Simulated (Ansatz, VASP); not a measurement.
## One calculation of TiN, two programs

The input INCAR:

```
SYSTEM = TiN
PREC     = Accurate       ! precision mode
ENCUT    = 600            ! plane-wave cutoff, eV
EDIFF    = 1E-6           ! SCF threshold, eV
ISMEAR   = -1             ! smearing method
SIGMA    = 0.15           ! smearing width, eV
LREAL    = .False.        ! projectors in reciprocal space
LASPH    = .True.         ! aspherical terms in the spheres
NELM     = 60             ! most SCF steps
ALGO     = Normal         ! electronic algorithm
ISIF     = 3              ! what is computed and relaxed
LWAVE    = .False.        ! write WAVECAR
LCHARG   = .False.        ! write CHGCAR
IBRION   = 2              ! ionic algorithm
NSW      = 80             ! ionic steps
EDIFFG   = -0.001         ! ionic threshold
```

KPOINTS

```
Automatic mesh
0
Gamma
  14 14 14
  0 0 0
```

Contents of POSCAR:

```
TiN
1.0
    0.0000000000      2.0859620324      2.0859620324
    2.0859620324      0.0000000000      2.0859620324
    2.0859620324      2.0859620324      0.0000000000
Ti N
1 1
Direct
    0.0000000000      0.0000000000      0.0000000000
    0.5000000000      0.5000000000      0.5000000000
```

Input for Ansatz:

```yaml
crystal:
  lattice:
    - [0.0, 2.0859620324, 2.0859620324]
    - [2.0859620324, 0.0, 2.0859620324]
    - [2.0859620324, 2.0859620324, 0.0]
  atoms:
    - { symbol: Ti, position: [0.0, 0.0, 0.0] }
    - { symbol: "N", position: [0.5, 0.5, 0.5] }
basis:
  ecutwfc: 420
kpoints:
  mp_grid: { grid: [14, 14, 14] }
hamiltonian:
  xc: lda
  pseudopotentials: { kind: paw, azcp: { folder: soft_1 } }
scf:
  occupations: { method: fermi_dirac, width: 0.15 }
output:
  forces: true
  stress: true
  eigenvalues: true
relax:
  adjacent_minimum: "off"
  f_tol: 0.001
  max_steps: 60
  cell: { stress_tol: 0.01 }
```

Alike in both runs: task relaxation of cell and atoms; functional LDA; k mesh 14 × 14 × 14; occupations fermi-dirac, width 0.15 eV; no spin polarisation.

|  | VASP | Ansatz |
| --- | --- | --- |
| version | VASP 6.6.1 | Ansatz 0.2.0 |
| potentials or method | VASP PAW LDA potentials, release 64 (Ti_sv, N), cutoff 600 eV | scalar-relativistic, plane waves, PAW |
| valence electrons in the cell | 17 | 17 |

```csv
,VASP,Ansatz,Ansatz less VASP
"gap on the k mesh at the Fermi level, each at its own relaxed structure (eV)",none,none,-
relaxed volume (Å³/atom),9.11,9.09,-0.027
relaxed cell length with the largest relative difference (Å),2.954,2.951,-0.0029
```

Ansatz warns that its potentials were made for another functional, while VASP's fit it. LDA's correlation is that of Perdew and Zunger in VASP and of Perdew and Wang (1992) in Ansatz. A gap of «none» marks a metal or a gap that the smearing closes.
